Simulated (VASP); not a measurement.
# Hf: single point with PBE

The system is Hf, a sheet with vacuum.

```xyz
1
Lattice="2.8972 0.0000 0.0000 -1.4486 2.5090 0.0000 0.0000 0.0000 23.8000" Properties=species:S:1:pos:R:3 pbc="T T T"
Hf    0.0000    0.0000    7.0000
```

```yaml
Program: VASP 6.6.1
Task: single point
Functional: PBE
Potentials_or_basis: VASP PAW PBE potentials, release 64 (Hf_pv)
Cutoff: 520 eV
k_mesh: 24 × 24 × 1
Occupations: gaussian, width 0.1 eV
Spin: no spin polarisation
```

The band gap on the k mesh is zero (band 5 reaches -2.64 eV, above the bottom of band 6 at -3.50 eV).

Levels at points of the mesh, in eV from the Fermi level:
```csv
k point,band 2,band 3,band 4,band 5,band 6,band 7,band 8,band 9
"(0.00, 0.00, 0.00)",-29.77,-29.77,-5.54,-0.32,0.27,1.92,1.92,4.02
"(0.50, 0.00, 0.00)",-30.45,-30.09,-2.83,-1.05,2.45,2.92,4.21,6.25
```

Run time: 2.1 min on 1 thread of Intel(R) Xeon(R) Platinum 8259CL CPU @ 2.50GHz (Skylake/Cascade Lake) (shared host), peak memory 0.35 GiB.

Caveat: spin-orbit coupling is left out, which moves the levels of the heavy elements.
